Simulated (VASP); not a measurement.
A run of VASP 6.6.1:

Contents of INCAR:

```
SYSTEM = Cr
PREC = Accurate ; ENCUT = 520
EDIFF = 1E-6 ; ISMEAR = 0
SIGMA = 0.1 ; LREAL = .FALSE.
LASPH = .TRUE. ; NELM = 150
ALGO = Fast ; ISIF = 2
LWAVE = .FALSE. ; LCHARG = .TRUE.
ISPIN = 2 ; MAGMOM = -1.11 1.11
LORBIT = 11 ; LMAXMIX = 4
GGA = PE ; LELF = .TRUE.
LVHAR = .TRUE. ; NBANDS = 23
```

KPOINTS

```
regular mesh
0
G
  14 14 14
  0 0 0
```

Contents of POSCAR:

```
Cr
1.0
    2.8657718291      0.0000000000      0.0000000000
    0.0000000000      2.8657718291      0.0000000000
    0.0000000000      0.0000000000      2.8657718291
Cr
2
Direct
    0.0000000000      0.0000000000      0.0000000000
    0.5000000000      0.5000000000      0.5000000000
```

Potentials or basis: VASP PAW PBE potentials, release 64 (Cr_pv).

Command:

```sh
$ cat potpaw_PBE.64/Cr_pv/POTCAR > POTCAR
$ mpirun -np 1 vasp_std > vasp.out
```

Hardware: 1 thread of Intel Xeon 8259CL, with other jobs on the host.

Problem. Estimate the wall time of this run.

Solution. It took 3 min on 1 thread of Intel Xeon 8259CL, with other jobs on the host, peak memory 0.21 GiB. Counts: scf iterations 15, k points 120.
